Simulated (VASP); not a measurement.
# Ir (Fm-3m) in VASP: a series of runs

The runs below take Ir through single point, with LDA.

Program: VASP 6.6.1. These are calculated values, not measurements. Logs are shortened: lines on timing, memory, paths and dates and some standing lists are left out, and cuts for length are marked.

## 1. The cell of the first run

It takes space group Fm-3m (No. 225, cubic). Conventional cell: a = 3.839 Å, b = 3.839 Å, c = 3.839 Å, α = 90.00°, β = 90.00°, γ = 90.00°. Ir (site symmetry m-3m) has 12 Ir at 2.71 Å within 3.6 Å.

## 2. Single point, LDA

Input file INCAR:

```
SYSTEM = Ir
PREC = Accurate
ENCUT = 520
EDIFF = 1E-6
ISMEAR = 0
SIGMA = 0.15
LREAL = .False.
LASPH = .True.
NELM = 100
ALGO = Normal
ISIF = 2
LWAVE = .False.
LCHARG = .True.
LELF = .True.
LVHAR = .True.
NBANDS = 10
```

Input file KPOINTS:

```
regular mesh
0
Gamma
  22 22 22
  0 0 0
```

Input file POSCAR:

```
Ir
1.0
    0.0000000000      1.9197000000      1.9197000000
    1.9197000000      0.0000000000      1.9197000000
    1.9197000000      1.9197000000      0.0000000000
Ir
1
Direct
    0.0000000000      0.0000000000      0.0000000000
```

Potentials or basis: VASP PAW LDA potentials, release 64 (Ir).

Command:

```console
$ cat potpaw_LDA.64/Ir/POTCAR > POTCAR
$ mpirun -np 1 vasp_std > vasp.out
```

OUTCAR:

```text
SYSTEM = Ir
   PREC = Accurate
   ENCUT = 520
   EDIFF = 1E-6
   ISMEAR = 0
   LREAL = .False.
   LASPH = .True.
   NELM = 100
   ISIF = 2

 ion  position               nearest neighbor table
   1  0.000  0.000  0.000-

  LATTYP: Found a face centered cubic cell.
 ALAT       =     3.8394000000

  Lattice vectors:

 A1 = (   0.0000000000,   1.9197000000,   1.9197000000)
 A2 = (   1.9197000000,   0.0000000000,   1.9197000000)
 A3 = (   1.9197000000,   1.9197000000,   0.0000000000)

Analysis of symmetry for initial positions (statically):
=====================================================================
 Subroutine PRICEL returns:
 Original cell was already a primitive cell.

 Routine SETGRP: Setting up the symmetry group for a
 face centered cubic supercell.

 Subroutine GETGRP returns: Found 48 space group operations
 (whereof 48 operations were pure point group operations)
 out of a pool of 48 trial point group operations.

The static configuration has the point symmetry O_h .

Analysis of symmetry for dynamics (positions and initial velocities):
=====================================================================
 Subroutine PRICEL returns:
 Original cell was already a primitive cell.

 Routine SETGRP: Setting up the symmetry group for a
 face centered cubic supercell.

 Subroutine GETGRP returns: Found 48 space group operations
 (whereof 48 operations were pure point group operations)
 out of a pool of 48 trial point group operations.

The dynamic configuration has the point symmetry O_h .

 Subroutine INISYM returns: Found 48 space group operations
 (whereof 48 operations are pure point group operations),
 and found     1 'primitive' translations

----------------------------------------------------------------------------------------

                                     Primitive cell

  volume of cell :      14.1491

  direct lattice vectors                    reciprocal lattice vectors
     0.000000000  1.919700000  1.919700000    -0.260457363  0.260457363  0.260457363
     1.919700000  0.000000000  1.919700000     0.260457363 -0.260457363  0.260457363
     1.919700000  1.919700000  0.000000000     0.260457363  0.260457363 -0.260457363

  length of vectors
     2.714865776  2.714865776  2.714865776     0.451125386  0.451125386  0.451125386

  position of ions in fractional coordinates (direct lattice)
     0.000000000  0.000000000  0.000000000

  ion indices of the primitive-cell ions
   primitive index   ion index
                 1           1

----------------------------------------------------------------------------------------

 KPOINTS: regular mesh

Automatic generation of k-mesh.
 Grid dimensions read from file:
 generate k-points for:   22   22   22

 Generating k-lattice:

  Cartesian coordinates                     Fractional coordinates (reciprocal lattice)
    -0.011838971  0.011838971  0.011838971     0.045454545  0.000000000  0.000000000
     0.011838971 -0.011838971  0.011838971     0.000000000  0.045454545  0.000000000
     0.011838971  0.011838971 -0.011838971     0.000000000  0.000000000  0.045454545

  Length of vectors
     0.020505699  0.020505699  0.020505699

  Shift w.r.t. Gamma in fractional coordinates (k-lattice)
     0.000000000  0.000000000  0.000000000

 Subroutine IBZKPT returns following result:
 ===========================================

 Found    328 irreducible k-points:

 Following reciprocal coordinates:
            Coordinates               Weight
  0.000000  0.000000  0.000000      1.000000
  0.045455  0.000000  0.000000      8.000000
  0.090909  0.000000  0.000000      8.000000
  0.136364  0.000000  0.000000      8.000000
  0.181818  0.000000  0.000000      8.000000
  0.227273  0.000000  0.000000      8.000000
[... 16 lines left out ...]
  0.500000  0.045455  0.000000     24.000000
 -0.454545  0.045455  0.000000     24.000000
 [... further k-points ...]
   k-points           NKPTS =    328   k-points in BZ     NKDIM =    328   number of bands    NBANDS=     10
   number of dos      NEDOS =    301   number of ions     NIONS =      1
   total plane-waves  NPLWV =   8000
   dimension x,y,z NGX =    20 NGY =   20 NGZ =   20
   dimension x,y,z NGXF=    40 NGYF=   40 NGZF=   40
   ions per type =               1
   NGX,Y,Z   is equivalent  to a cutoff of  12.25, 12.25, 12.25 a.u.
   NGXF,Y,Z  is equivalent  to a cutoff of  24.49, 24.49, 24.49 a.u.
 SYSTEM =  Ir
   PREC   = accura    normal or accurate (medium, high low for compatibility)
   ISTART =      0    job   : 0-new  1-cont  2-samecut
   ICHARG =      2    charge: 1-file 2-atom 10-const
   ISPIN  =      1    spin polarized calculation?
   LNONCOLLINEAR =      F non collinear calculations
   LSORBIT =      F    spin-orbit coupling
   LASPH  =      T    aspherical Exc in radial PAW
   ENCUT  =  520.0 eV  38.22 Ry    6.18 a.u.   5.05  5.05  5.05*2*pi/ulx,y,z
   NELM   =    100;   NELMIN=  2; NELMDL= -5     # of ELM steps
   EDIFF  = 0.1E-05   stopping-criterion for ELM
   LREAL  =      F    real-space projection
   EDIFFG = 0.1E-04   stopping-criterion for IOM
   NSW    =      0    number of steps for IOM
   IBRION =     -1    ionic relax: 0-MD 1-quasi-New 2-CG
   NFREE  =      0    steps in history (QN), initial steepest desc. (CG)
   ISIF   =      2    stress and relaxation
   ISYM   =      2    0-nonsym 1-usesym 2-fastsym
   POTIM  = 0.5000    time-step for ionic-motion
   TEBEG  =    0.0;   TEEND  =   0.0 temperature during run
   PSTRESS=    0.0 pullay stress
   NELECT =       9.0000    total number of electrons
   NUPDOWN=      -1.0000    fix difference up-down
   EMIN   =  10.00;   EMAX   =-10.00  energy-range for DOS
   EFERMI =   0.00;   METHOD = LEGACY
   ISMEAR =     0;   SIGMA  =   0.15  broadening in eV -4-tet -1-fermi 0-gaus
   EFERMI_NEDOS =   21; number of points for ismear=-14 and -15
   IALGO  =     38    algorithm
   IMIX   =      4    mixing-type and parameters
     AMIX     =   0.40;   BMIX     =  1.00
     AMIX_MAG =   1.60;   BMIX_MAG =  1.00
  volume/ion in A,a.u.               =      14.15        95.48
  Fermi-wavevector in a.u.,A,eV,Ry     =   1.407923  2.660589 26.970118  1.982248
  Thomas-Fermi vector in A             =   2.530133
   LORBIT       =      0    0 simple, 1 ext, 2 COOP (PROOUT), +10 PAW based schemes
   GGA     = CA    functional components
   LHFCALC =     F    Hartree Fock is set to
   AEXX    =    0.0000 exact exchange contribution
   IVDW    =     0    specifies the selected vdW correction
   LEPSILON=     F    determine dielectric tensor
   LRPA    =     F    only Hartree local field effects (RPA)
 non-spin polarized calculation
 Gauss-broadening in eV      SIGMA  =   0.15
  energy-cutoff  :      520.00
  volume of cell :       14.15
 maximum number of plane-waves:       392
   NGX =  9   NGY =  9   NGZ =  9

 number of electron       9.0000000 magnetization

 Free energy of the ion-electron system (eV)
  ---------------------------------------------------
  ext. energy  EPLUGINS =         0.00000000
  ---------------------------------------------------
  free energy    TOTEN  =       -10.32340371 eV

  energy without entropy =      -10.31106421  energy(sigma->0) =      -10.31723396

 E-fermi :  10.2777     XC(G=0): -14.1389

 val. band max:       10.2732112885   @ k =  -0.1818   0.1364   0.0455
 cond. band min:      10.2841321425   @ k =   0.3636   0.1818   0.0000
 fundamental gap:      0.0109208540
 Fermi energy:        10.2777359864

 k-point     1 :       0.0000    0.0000    0.0000
  band No.  band energies     occupation
      1      -0.7970      2.00000
      2       6.3907      2.00000
      3       6.3907      2.00000
      4       6.3907      2.00000
      5       9.1163      2.00000
      6       9.1163      2.00000
      7      24.6537      0.00000
      8      30.1901      0.00000
      9      30.1901      0.00000
     10      30.1901      0.00000

 k-point     2 :       0.0455    0.0000    0.0000
  band No.  band energies     occupation
      1      -0.7046      2.00000
      2       6.3408      2.00000
      3       6.4314      2.00000
      4       6.4314      2.00000
      5       9.0893      2.00000
      6       9.0893      2.00000
      7      24.8149      0.00000
      8      29.6751      0.00000
      9      30.3428      0.00000
     10      30.3428      0.00000

 k-point     3 :       0.0909    0.0000    0.0000
  band No.  band energies     occupation
      1      -0.4333      2.00000
      2       6.2061      2.00000
      3       6.5436      2.00000
      4       6.5436      2.00000
      5       9.0228      2.00000
      6       9.0228      2.00000
      7      25.2724      0.00000
      8      28.5656      0.00000
      9      30.7915      0.00000
     10      30.7915      0.00000

 k-point     4 :       0.1364    0.0000    0.0000
  band No.  band energies     occupation
      1      -0.0040      2.00000
      2       6.0283      2.00000
      3       6.6945      2.00000
      4       6.6945      2.00000
      5       8.9607      2.00000
      6       8.9607      2.00000
      7      25.9317      0.00000
      8      27.3224      0.00000
      9      31.5083      0.00000
     10      31.5083      0.00000

 k-point     5 :       0.1818    0.0000    0.0000
  band No.  band energies     occupation
      1       0.5419      2.00000
      2       5.8739      2.00000
      3       6.8234      2.00000
      4       6.8234      2.00000
      5       8.9756      2.00000
      6       8.9756      2.00000
      7      25.9527      0.00000
      8      26.7566      0.00000
      9      32.4455      0.00000
     10      32.4455      0.00000

 k-point     6 :       0.2273    0.0000    0.0000
  band No.  band energies     occupation
      1       1.1306      2.00000
      2       5.8365      2.00000
      3       6.8637      2.00000
      4       6.8637      2.00000
      5       9.1425      2.00000
      6       9.1425      2.00000
      7      24.7400      0.00000
      8      27.1451      0.00000
      9      33.5109      0.00000
     10      33.5109      0.00000

 k-point     7 :       0.2727    0.0000    0.0000
  band No.  band energies     occupation
      1       1.6506      2.00000
      2       6.0355      2.00000
      3       6.7992      2.00000
      4       6.7992      2.00000
      5       9.4759      2.00000
      6       9.4759      2.00000
      7      23.4600      0.00000
      8      26.8992      0.00000
      9      34.2394      0.00000
     10      34.2400      0.00000

 k-point     8 :       0.3182    0.0000    0.0000
  band No.  band energies     occupation
      1       1.9967      2.00000
      2       6.5655      2.00000
      3       6.6712      2.00000
      4       6.6712      2.00000
      5       9.9191      1.99928
      6       9.9191      1.99928
      7      22.0846      0.00000
      8      26.1253      0.00000
      9      33.3107      0.00000
     10      33.3107      0.00000

 k-point     9 :       0.3636    0.0000    0.0000
  band No.  band energies     occupation
      1       2.1562      2.00000
      2       6.5295      2.00000
      3       6.5295      2.00000
      4       7.4005      2.00000
      5      10.3907      0.28673
      6      10.3907      0.28673
      7      20.6112      0.00000
      8      25.3020      0.00000
      9      32.0152      0.00000
     10      32.0152      0.00000
[... 118 lines left out ...]
 k-point    19 :       0.3182    0.0455    0.0000
  band No.  band energies     occupation
      1       1.9839      2.00000
      2       6.2125      2.00000
      3       6.6698      2.00000
      4       6.7996      2.00000
      5       9.5858      2.00000
      6      10.0635      1.95661
      7      22.6192      0.00000
      8      26.5053      0.00000
      9      32.5333      0.00000
     10      33.7014      0.00000

 k-point    20 :       0.3636    0.0455    0.0000
  band No.  band energies     occupation
      1       2.1997      2.00000
      2       6.5002      2.00000
      3       6.6617      2.00000
      4       6.9237      2.00000
      5      10.1528      1.76133
      6      10.4993      0.03674
      7      21.1390      0.00000
      8      25.6708      0.00000
      9      31.5827      0.00000
     10      32.6904      0.00000

 k-point    21 :       0.4091    0.0455    0.0000
  band No.  band energies     occupation
      1       2.2709      2.00000
      2       6.3622      2.00000
      3       6.5295      2.00000
      4       7.8117      2.00000
      5      10.7375      0.00001
      6      10.8841      0.00000
      7      19.6323      0.00000
      8      24.9929      0.00000
      9      30.6923      0.00000
     10      31.4890      0.00000

 k-point    22 :       0.4545    0.0455    0.0000
  band No.  band energies     occupation
      1       2.2771      2.00000
      2       6.2676      2.00000
      3       6.4284      2.00000
      4       8.6489      2.00000
      5      11.1402      0.00000
      6      11.2710      0.00000
      7      18.3253      0.00000
      8      24.5571      0.00000
      9      30.1137      0.00000
     10      30.5306      0.00000

 k-point    23 :       0.5000    0.0455    0.0000
  band No.  band energies     occupation
      1       2.2708      2.00000
      2       6.2284      2.00000
      3       6.3739      2.00000
      4       9.1391      2.00000
      5      11.2095      0.00000
      6      11.6302      0.00000
      7      17.5793      0.00000
      8      24.3632      0.00000
      9      29.9488      0.00000
     10      29.9548      0.00000

 k-point    24 :      -0.4545    0.0455    0.0000
  band No.  band energies     occupation
      1       2.2732      2.00000
      2       6.2476      2.00000
      3       6.3733      2.00000
      4       9.0550      2.00000
      5      11.0703      0.00000
      6      11.6539      0.00000
      7      17.7434      0.00000
      8      24.4024      0.00000
      9      29.8049      0.00000
     10      30.2554      0.00000

 [... further k-points ...]
[... 5 lines left out ...]
  --------------------------------------------------------------------------------------
  -------------------------------------------------------------------------------------
  Total       -0.5342303     -0.5342303     -0.5342303      0.0000000     -0.0000000      0.0000000
  in kB      -60.4935424    -60.4935424    -60.4935424      0.0000000     -0.0000000      0.0000000
  external PRESSURE =     -60.4935424 kB  Pullay stress =       0.0000000 kB

 VOLUME and BASIS-vectors are now :
 -----------------------------------------------------------------------------
  energy-cutoff  :      520.00
  volume of cell :       14.15
      direct lattice vectors                 reciprocal lattice vectors
     0.000000000  1.919700000  1.919700000    -0.260457363  0.260457363  0.260457363
     1.919700000  0.000000000  1.919700000     0.260457363 -0.260457363  0.260457363
     1.919700000  1.919700000  0.000000000     0.260457363  0.260457363 -0.260457363

 POSITION                                       TOTAL-FORCE (eV/Angst)
 -----------------------------------------------------------------------------------
      0.00000      0.00000      0.00000         0.000000     -0.000000      0.000000
 -----------------------------------------------------------------------------------
    total drift:                                0.000000     -0.000000     -0.000000

  FREE ENERGIE OF THE ION-ELECTRON SYSTEM (eV)
  ---------------------------------------------------
  free  energy   TOTEN  =       -10.3234037138 eV

  energy  without entropy=      -10.3110642133  energy(sigma->0) =      -10.31723396
```

Run time: 51 s. Hardware: 1 thread of Intel Xeon 8259CL, shared host; peak memory 0.16 GiB.

Results:

- Free energy: -10.3234 eV
- Pressure: -6.0 GPa

Levels at points of the mesh, in eV from the Fermi level:
| k point | band 1 | band 2 | band 3 | band 4 | band 5 | band 6 | band 7 | band 8 | band 9 |
| --- | --- | --- | --- | --- | --- | --- | --- | --- | --- |
| (0.00, 0.00, 0.00) | -11.07 | -3.89 | -3.89 | -3.89 | -1.16 | -1.16 | 14.38 | 19.91 | 19.91 |
| (0.50, 0.00, 0.00) | -8.09 | -3.98 | -3.98 | -0.69 | 0.93 | 0.93 | 7.29 | 13.91 | 19.77 |
| (0.50, 0.50, 0.00) | -7.89 | -7.33 | 0.91 | 1.50 | 1.50 | 1.77 | 10.54 | 11.73 | 11.73 |

Caveat: spin-orbit coupling is left out, which moves the levels of the heavy elements.

## 3. Single point, LDA

Input file INCAR:

```
SYSTEM = Ir
PREC = Accurate ; ENCUT = 520
EDIFF = 1E-6 ; ISMEAR = 0
SIGMA = 0.15 ; LREAL = .False.
LASPH = .True. ; NELM = 100
ALGO = Fast ; ISIF = 2
LWAVE = .False. ; LCHARG = .False.
GGA = CA ; NBANDS = 10
```

Input file KPOINTS:

```
Automatic mesh
0
Gamma
  24 24 24
  0 0 0
```

POSCAR is that of step 2.

Potentials or basis: VASP PAW LDA potentials, release 64 (Ir).

Command:

```console
$ cat potpaw_LDA.64/Ir/POTCAR > POTCAR
$ mpirun -np 1 vasp_std > vasp.out
```

It took 96 s on 1 thread of Intel Xeon 8259CL, shared host; peak memory 0.17 GiB.

It converged, with:

- Free energy: -10.3259 eV
- Pressure: -6.2 GPa

Levels at points of the mesh, in eV from the Fermi level:
| k point | band 1 | band 2 | band 3 | band 4 | band 5 | band 6 | band 7 | band 8 | band 9 |
| --- | --- | --- | --- | --- | --- | --- | --- | --- | --- |
| (0.00, 0.00, 0.00) | -11.10 | -3.91 | -3.91 | -3.91 | -1.19 | -1.19 | 14.35 | 19.88 | 19.88 |
| (0.50, 0.00, 0.00) | -8.11 | -4.00 | -4.00 | -0.72 | 0.90 | 0.90 | 7.26 | 13.88 | 19.74 |
| (0.50, 0.50, 0.00) | -7.91 | -7.36 | 0.89 | 1.47 | 1.47 | 1.74 | 10.51 | 11.70 | 11.70 |

Caveat: spin-orbit coupling is left out, which moves the levels of the heavy elements.
